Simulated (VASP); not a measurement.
# Cd2BiO2 (P-6m2) in VASP: further runs

Runs on Cd2BiO2. Level: PBE. Tasks: single point.

Everything below comes from runs of VASP 6.6.1. Logs are shortened: lines on timing, memory, paths and dates and some standing lists are left out, and cuts for length are marked.

### 1 The cell of the first run

Symmetry: P-6m2, No. 187, hexagonal system. The conventional cell has a = 4.520 Å, b = 4.520 Å, c = 6.140 Å, α = 90.00°, β = 90.00°, γ = 120.00°. Within 4.1 Å of Cd (site symmetry -6m2) lie 6 O at 3.03 Å and 2 Bi at 3.07 Å and 6 Cd at 4.03 Å. Cd (site symmetry -6m2) has 3 Bi at 2.61 Å and 6 O at 3.03 Å within 3.4 Å. Bi (site symmetry -6m2) has 5 Cd at 2.61 to 3.07 Å and 6 O at 3.03 Å within 3.4 Å. Within 4.0 Å of O (site symmetry 3m) lie 6 Cd at 3.03 Å and 3 Bi at 3.03 Å and 2 O at 3.07 Å.

The cell was generated, and may not be a known phase.

### 2 Single point, PBE

The input, INCAR:

```
SYSTEM = Cd2BiO2
PREC = Accurate ; ENCUT = 520
EDIFF = 1E-6 ; ISMEAR = 0
SIGMA = 0.1 ; LREAL = .FALSE.
LASPH = .TRUE. ; NELM = 60
ALGO = Normal ; ISIF = 2
LWAVE = .FALSE. ; LCHARG = .FALSE.
GGA = PE ; NBANDS = 34
```

The input, KPOINTS:

```
Automatic mesh
0
G
  6 6 2
  0 0 0
```

The input, POSCAR:

```
Cd2BiO2
1.0
    4.5195347949      0.0000000000      0.0000000000
   -2.2597673974      3.9140319457      0.0000000000
    0.0000000000      0.0000000000      6.1398668211
Cd Bi O
2 1 2
Direct
    0.6666666667      0.3333333333      0.5000000000
    0.3333333333      0.6666666667      0.0000000000
    0.6666666667      0.3333333333      0.0000000000
    0.0000000000      0.0000000000      0.7497361800
    0.0000000000      0.0000000000      0.2502638200
```

Potentials or basis: VASP PAW PBE potentials, release 64 (Cd, Bi_d, O).

On the command line:

```console
$ cat potpaw_PBE.64/Cd/POTCAR potpaw_PBE.64/Bi_d/POTCAR potpaw_PBE.64/O/POTCAR > POTCAR
$ mpirun -np 1 vasp_std > vasp.out
```

OUTCAR:

```text
SYSTEM = Cd2BiO2
   PREC = Accurate
   ENCUT = 520
   EDIFF = 1E-6
   ISMEAR = 0
   LREAL = .FALSE.
   LASPH = .TRUE.
   NELM = 60
   ISIF = 2
   GGA = PE

 ion  position               nearest neighbor table
   1  0.667  0.333  0.500-   3 3.07   3 3.07
   2  0.333  0.667  0.000-   3 2.61   3 2.61   3 2.61
   3  0.667  0.333  0.000-   2 2.61   2 2.61   2 2.61   1 3.07   1 3.07
   4  0.000  0.000  0.750-
   5  0.000  0.000  0.250-

  LATTYP: Found a hexagonal cell.
 ALAT       =     4.5195347949
 C/A-ratio  =     1.3585174359

  Lattice vectors:

 A1 = (   4.5195347949,   0.0000000000,   0.0000000000)
 A2 = (  -2.2597673974,   3.9140319457,   0.0000000000)
 A3 = (   0.0000000000,   0.0000000000,   6.1398668211)

Analysis of symmetry for initial positions (statically):
=====================================================================
 Subroutine PRICEL returns:
 Original cell was already a primitive cell.

 Routine SETGRP: Setting up the symmetry group for a
 hexagonal supercell.

 Subroutine GETGRP returns: Found 12 space group operations
 (whereof 12 operations were pure point group operations)
 out of a pool of 24 trial point group operations.

The static configuration has the point symmetry D_3h.

Analysis of symmetry for dynamics (positions and initial velocities):
=====================================================================
 Subroutine PRICEL returns:
 Original cell was already a primitive cell.

 Routine SETGRP: Setting up the symmetry group for a
 hexagonal supercell.

 Subroutine GETGRP returns: Found 12 space group operations
 (whereof 12 operations were pure point group operations)
 out of a pool of 24 trial point group operations.

The dynamic configuration has the point symmetry D_3h.

 Subroutine INISYM returns: Found 12 space group operations
 (whereof 12 operations are pure point group operations),
 and found     1 'primitive' translations

----------------------------------------------------------------------------------------

                                     Primitive cell

  volume of cell :     108.6118

  direct lattice vectors                    reciprocal lattice vectors
     4.519534795  0.000000000  0.000000000     0.221261711  0.127745508  0.000000000
    -2.259767397  3.914031946  0.000000000     0.000000000  0.255491016  0.000000000
     0.000000000  0.000000000  6.139866821     0.000000000  0.000000000  0.162869982

  length of vectors
     4.519534795  4.519534795  6.139866821     0.255491016  0.255491016  0.162869982

  position of ions in fractional coordinates (direct lattice)
     0.666666667  0.333333333  0.500000000
     0.333333333  0.666666667  0.000000000
     0.666666667  0.333333333  0.000000000
     0.000000000  0.000000000  0.749736180
     0.000000000  0.000000000  0.250263820

  ion indices of the primitive-cell ions
   primitive index   ion index
                 1           1
                 2           2
                 3           3
                 4           4
                 5           5

----------------------------------------------------------------------------------------

 KPOINTS: Automatic mesh

Automatic generation of k-mesh.
 Grid dimensions read from file:
 generate k-points for:    6    6    2

 Generating k-lattice:

  Cartesian coordinates                     Fractional coordinates (reciprocal lattice)
     0.036876952  0.021290918  0.000000000     0.166666667  0.000000000  0.000000000
     0.000000000  0.042581836  0.000000000     0.000000000  0.166666667  0.000000000
     0.000000000  0.000000000  0.081434991     0.000000000  0.000000000  0.500000000

  Length of vectors
     0.042581836  0.042581836  0.081434991

  Shift w.r.t. Gamma in fractional coordinates (k-lattice)
     0.000000000  0.000000000  0.000000000

 Subroutine IBZKPT returns following result:
 ===========================================

 Found     14 irreducible k-points:

 Following reciprocal coordinates:
            Coordinates               Weight
  0.000000  0.000000  0.000000      1.000000
  0.166667  0.000000  0.000000      6.000000
  0.333333  0.000000  0.000000      6.000000
  0.500000  0.000000  0.000000      3.000000
  0.166667  0.166667  0.000000      6.000000
  0.333333  0.166667  0.000000     12.000000
  0.333333  0.333333  0.000000      2.000000
  0.000000  0.000000  0.500000      1.000000
  0.166667  0.000000  0.500000      6.000000
  0.333333  0.000000  0.500000      6.000000
  0.500000  0.000000  0.500000      3.000000
  0.166667  0.166667  0.500000      6.000000
  0.333333  0.166667  0.500000     12.000000
  0.333333  0.333333  0.500000      2.000000
   k-points           NKPTS =     14   k-points in BZ     NKDIM =     14   number of bands    NBANDS=     34
   number of dos      NEDOS =    301   number of ions     NIONS =      5
   total plane-waves  NPLWV =  62208
   dimension x,y,z NGX =    36 NGY =   36 NGZ =   48
   dimension x,y,z NGXF=    72 NGYF=   72 NGZF=   96
   ions per type =               2   1   2
   NGX,Y,Z   is equivalent  to a cutoff of  13.24, 13.24, 13.00 a.u.
   NGXF,Y,Z  is equivalent  to a cutoff of  26.48, 26.48, 25.99 a.u.
 SYSTEM =  Cd2BiO2
   PREC   = accura    normal or accurate (medium, high low for compatibility)
   ISTART =      0    job   : 0-new  1-cont  2-samecut
   ICHARG =      2    charge: 1-file 2-atom 10-const
   ISPIN  =      1    spin polarized calculation?
   LNONCOLLINEAR =      F non collinear calculations
   LSORBIT =      F    spin-orbit coupling
   LASPH  =      T    aspherical Exc in radial PAW
   ENCUT  =  520.0 eV  38.22 Ry    6.18 a.u.   8.40  8.40 11.42*2*pi/ulx,y,z
   NELM   =     60;   NELMIN=  2; NELMDL= -5     # of ELM steps
   EDIFF  = 0.1E-05   stopping-criterion for ELM
   LREAL  =      F    real-space projection
   EDIFFG = 0.1E-04   stopping-criterion for IOM
   NSW    =      0    number of steps for IOM
   IBRION =     -1    ionic relax: 0-MD 1-quasi-New 2-CG
   NFREE  =      0    steps in history (QN), initial steepest desc. (CG)
   ISIF   =      2    stress and relaxation
   ISYM   =      2    0-nonsym 1-usesym 2-fastsym
   POTIM  = 0.5000    time-step for ionic-motion
   TEBEG  =    0.0;   TEEND  =   0.0 temperature during run
   PSTRESS=    0.0 pullay stress
   NELECT =      51.0000    total number of electrons
   NUPDOWN=      -1.0000    fix difference up-down
   EMIN   =  10.00;   EMAX   =-10.00  energy-range for DOS
   EFERMI =   0.00;   METHOD = LEGACY
   ISMEAR =     0;   SIGMA  =   0.10  broadening in eV -4-tet -1-fermi 0-gaus
   EFERMI_NEDOS =   21; number of points for ismear=-14 and -15
   IALGO  =     38    algorithm
   IMIX   =      4    mixing-type and parameters
     AMIX     =   0.40;   BMIX     =  1.00
     AMIX_MAG =   1.60;   BMIX_MAG =  1.00
  volume/ion in A,a.u.               =      21.72       146.59
  Fermi-wavevector in a.u.,A,eV,Ry     =   1.272446  2.404573 22.029433  1.619118
  Thomas-Fermi vector in A             =   2.405324
   LORBIT       =      0    0 simple, 1 ext, 2 COOP (PROOUT), +10 PAW based schemes
   GGA     = PE    functional components
   LHFCALC =     F    Hartree Fock is set to
   AEXX    =    0.0000 exact exchange contribution
   IVDW    =     0    specifies the selected vdW correction
   LEPSILON=     F    determine dielectric tensor
   LRPA    =     F    only Hartree local field effects (RPA)
 non-spin polarized calculation
 Gauss-broadening in eV      SIGMA  =   0.10
  energy-cutoff  :      520.00
  volume of cell :      108.61
 maximum number of plane-waves:      2946
 NGX is ok and might be reduce to    36
   NGX = 17   NGY = 17   NGZ = 23

 number of electron      50.9999994 magnetization

 Free energy of the ion-electron system (eV)
  ---------------------------------------------------
  ext. energy  EPLUGINS =         0.00000000
  ---------------------------------------------------
  free energy    TOTEN  =       -12.65790555 eV

  energy without entropy =      -12.64484013  energy(sigma->0) =      -12.65137284

 E-fermi :   2.2504     XC(G=0):  -9.6693

 val. band max:        2.2231051549   @ k =   0.5000   0.0000   0.5000
 cond. band min:       2.3108128934   @ k =   0.3333   0.1667   0.0000
 fundamental gap:      0.0877077386
 Fermi energy:         2.2503889742

 k-point     1 :       0.0000    0.0000    0.0000
  band No.  band energies     occupation
      1     -20.9440      2.00000
      2     -20.9402      2.00000
      3     -20.9402      2.00000
      4     -20.8637      2.00000
      5     -20.8637      2.00000
      6     -13.9028      2.00000
[... 26 lines left out ...]
     33       9.8431      0.00000
     34       9.8431      0.00000

 k-point     2 :       0.1667    0.0000    0.0000
  band No.  band energies     occupation
      1     -20.9475      2.00000
      2     -20.9408      2.00000
      3     -20.9390      2.00000
      4     -20.8648      2.00000
      5     -20.8642      2.00000
      6     -13.8607      2.00000
[... 26 lines left out ...]
     33       9.7551      0.00000
     34      10.4331      0.00000

 k-point     3 :       0.3333    0.0000    0.0000
  band No.  band energies     occupation
      1     -20.9559      2.00000
      2     -20.9422      2.00000
      3     -20.9352      2.00000
      4     -20.8668      2.00000
      5     -20.8652      2.00000
      6     -13.7754      2.00000
[... 26 lines left out ...]
     33      11.1293      0.00000
     34      11.5627      0.00000

 k-point     4 :       0.5000    0.0000    0.0000
  band No.  band energies     occupation
      1     -20.9603      2.00000
      2     -20.9429      2.00000
      3     -20.9333      2.00000
      4     -20.8678      2.00000
      5     -20.8657      2.00000
      6     -13.7325      2.00000
[... 26 lines left out ...]
     33      12.3724      0.00000
     34      12.4651      0.00000

 k-point     5 :       0.1667    0.1667    0.0000
  band No.  band energies     occupation
      1     -20.9530      2.00000
      2     -20.9431      2.00000
      3     -20.9358      2.00000
      4     -20.8667      2.00000
      5     -20.8645      2.00000
      6     -13.7970      2.00000
[... 26 lines left out ...]
     33       9.7058      0.00000
     34      11.6837      0.00000

 k-point     6 :       0.3333    0.1667    0.0000
  band No.  band energies     occupation
      1     -20.9585      2.00000
      2     -20.9450      2.00000
      3     -20.9331      2.00000
      4     -20.8688      2.00000
      5     -20.8648      2.00000
      6     -13.7337      2.00000
[... 26 lines left out ...]
     33      10.6499      0.00000
     34      11.7811      0.00000

 k-point     7 :       0.3333    0.3333    0.0000
  band No.  band energies     occupation
      1     -20.9585      2.00000
      2     -20.9477      2.00000
      3     -20.9321      2.00000
      4     -20.8700      2.00000
      5     -20.8643      2.00000
      6     -13.7137      2.00000
[... 26 lines left out ...]
     33      10.2282      0.00000
     34      11.2463      0.00000

 k-point     8 :       0.0000    0.0000    0.5000
  band No.  band energies     occupation
      1     -20.9410      2.00000
      2     -20.9402      2.00000
      3     -20.9402      2.00000
      4     -20.8635      2.00000
      5     -20.8635      2.00000
      6     -13.7804      2.00000
[... 26 lines left out ...]
     33       8.4371      0.00000
     34       9.5162      0.00000

 k-point     9 :       0.1667    0.0000    0.5000
  band No.  band energies     occupation
      1     -20.9468      2.00000
      2     -20.9409      2.00000
      3     -20.9366      2.00000
      4     -20.8646      2.00000
      5     -20.8640      2.00000
      6     -13.7402      2.00000
[... 26 lines left out ...]
     33       9.7308      0.00000
     34      10.0296      0.00000

 k-point    10 :       0.3333    0.0000    0.5000
  band No.  band energies     occupation
      1     -20.9558      2.00000
      2     -20.9422      2.00000
      3     -20.9323      2.00000
      4     -20.8666      2.00000
      5     -20.8650      2.00000
      6     -13.6595      2.00000
[... 26 lines left out ...]
     33       9.7509      0.00000
     34      11.3446      0.00000

 k-point    11 :       0.5000    0.0000    0.5000
  band No.  band energies     occupation
      1     -20.9602      2.00000
      2     -20.9429      2.00000
      3     -20.9302      2.00000
      4     -20.8676      2.00000
      5     -20.8655      2.00000
      6     -13.6192      2.00000
[... 26 lines left out ...]
     33       9.2807      0.00000
     34      12.1485      0.00000

 k-point    12 :       0.1667    0.1667    0.5000
  band No.  band energies     occupation
      1     -20.9528      2.00000
      2     -20.9429      2.00000
      3     -20.9331      2.00000
      4     -20.8665      2.00000
      5     -20.8644      2.00000
      6     -13.6800      2.00000
[... 26 lines left out ...]
     33       9.8553      0.00000
     34      10.0757      0.00000

 k-point    13 :       0.3333    0.1667    0.5000
  band No.  band energies     occupation
      1     -20.9584      2.00000
      2     -20.9450      2.00000
      3     -20.9301      2.00000
      4     -20.8686      2.00000
      5     -20.8645      2.00000
      6     -13.6203      2.00000
[... 26 lines left out ...]
     33       9.3750      0.00000
     34      10.7657      0.00000

 k-point    14 :       0.3333    0.3333    0.5000
  band No.  band energies     occupation
      1     -20.9584      2.00000
      2     -20.9477      2.00000
      3     -20.9291      2.00000
      4     -20.8698      2.00000
      5     -20.8641      2.00000
      6     -13.6015      2.00000
[... 26 lines left out ...]
     33       9.0767      0.00000
     34      10.4753      0.00000

------------------------ aborting loop because EDIFF is reached ----------------------------------------

  FORCE on cell =-STRESS in cart. coord.  units (eV):
  Direction    XX          YY          ZZ          XY          YZ          ZX
  --------------------------------------------------------------------------------------
  -------------------------------------------------------------------------------------
  Total        0.3485698      0.3485698      0.0518423      0.0000000      0.0000000      0.0000000
  in kB        5.1418958      5.1418958      0.7647467      0.0000000      0.0000000      0.0000000
  external PRESSURE =       3.6828461 kB  Pullay stress =       0.0000000 kB

 VOLUME and BASIS-vectors are now :
 -----------------------------------------------------------------------------
  energy-cutoff  :      520.00
  volume of cell :      108.61
      direct lattice vectors                 reciprocal lattice vectors
     4.519534795  0.000000000  0.000000000     0.221261711  0.127745508  0.000000000
    -2.259767397  3.914031946  0.000000000     0.000000000  0.255491016  0.000000000
     0.000000000  0.000000000  6.139866821     0.000000000  0.000000000  0.162869982

 POSITION                                       TOTAL-FORCE (eV/Angst)
 -----------------------------------------------------------------------------------
      2.25977      1.30468      3.06993        -0.000000      0.000000      0.000000
     -0.00000      2.60935      0.00000         0.000000     -0.000000      0.000000
      2.25977      1.30468      0.00000        -0.000000      0.000000      0.000000
      0.00000      0.00000      4.60328         0.000000      0.000000     -0.001334
      0.00000      0.00000      1.53659         0.000000      0.000000      0.001334
 -----------------------------------------------------------------------------------
    total drift:                               -0.000001      0.000000      0.000000

  FREE ENERGIE OF THE ION-ELECTRON SYSTEM (eV)
  ---------------------------------------------------
  free  energy   TOTEN  =       -12.6579055459 eV

  energy  without entropy=      -12.6448401286  energy(sigma->0) =      -12.65137284
```

Wall time 41 s (1 thread of Oxide Virtual Turin-like, shared host); peak memory 0.22 GiB.

What came out:

```yaml
Free_energy: -12.6579 eV
Pressure: 0.4 GPa
Band_gap_on_the_k_mesh: zero (an odd number of electrons rules out a gap without spin polarisation)
```

Stress tensor (GPa, compression positive):
```
0.51 0.00 0.00
0.00 0.51 0.00
0.00 0.00 0.08
```

Caveat: the k points lie up to 0.51 Å⁻¹ apart, too coarse for converged energies and pressures of a metal; spin-orbit coupling is left out, which moves the levels of the heavy elements; an odd number of electrons without spin polarisation forces a metal; a magnetic or distorted state may lie lower.

(Continued in part 2 of 2.)

The gap in the log of VASP goes by the Fermi energy; the results here count the filled bands.